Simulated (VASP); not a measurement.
Crystal: GaAs.

```
Ga As
1.0
     0.00000    2.82650    2.82650
     2.82650    0.00000    2.82650
     2.82650    2.82650    0.00000
Ga As
1 1
Direct
  0.00000 0.00000 0.00000
  0.25000 0.25000 0.25000
```

Program: VASP 6.6.1. Alike in all runs: task single point; cell as given; k mesh 8 × 8 × 8; smearing gaussian 0.01 eV.

**Question.** Order these runs on this cell by their pressure, lowest first.
A. level r2SCAN; potentials or basis VASP PAW PBE potentials, release 64 (Ga_d, As); spin off; cutoff (eV) 550
B. level PBE; potentials or basis VASP PAW PBE potentials, release 64 (Ga_d, As); spin non-collinear, zero start, SOC; cutoff (eV) 500
C. level LDA; potentials or basis VASP PAW LDA potentials, release 64 (Ga_d, As); spin off; cutoff (eV) 500

**Answer.** C (-1.6 GPa), A (0.6 GPa), B (3.5 GPa).

Caveats: the PAW data sets were made with another functional, which shifts forces and pressure a little (some runs).
